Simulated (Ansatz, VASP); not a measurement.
## Mg3Sb2: VASP beside Ansatz

```
CELL_PARAMETERS angstrom
4.60178 0.00000 0.00000
-2.30089 3.98526 0.00000
0.00000 0.00000 7.29288
ATOMIC_POSITIONS crystal
Mg 0.33333 0.66667 0.63393
Mg 0.66667 0.33333 0.36607
Mg 0.00000 0.00000 0.00000
Sb 0.33333 0.66667 0.22977
Sb 0.66667 0.33333 0.77023
```

Alike in both runs: functional r2SCAN; k mesh 6 × 6 × 4; occupations fermi-dirac, width 0.02 eV; no spin polarisation.

Ansatz relaxed the structure, and its values are those at the end. VASP's run is a single point on that final structure, the one shown.

```csv
,VASP,Ansatz
version,VASP 6.6.1,Ansatz 0.2.0
potentials or method,"VASP PAW PBE potentials, release 64 (Mg, Sb), cutoff 660 eV",PAW plane waves
valence electrons in the cell,16,60
```

VASP gave:

```
pressure (GPa)                     : -1.0
rms of the force components (eV/Å) : 0.003
```

Task: What did Ansatz give for the same quantities?

Result: Pressure (GPa): -0.9; rms of the force components (eV/Å): 0.001.

VASP's potentials were made for PBE, not for r2SCAN. VASP's potentials hold 16 valence electrons a cell and Ansatz's 60, so a difference there can come from the potentials and not from the codes. Ansatz's warnings: stress scf threshold loose.

Neither program's run includes spin-orbit coupling.
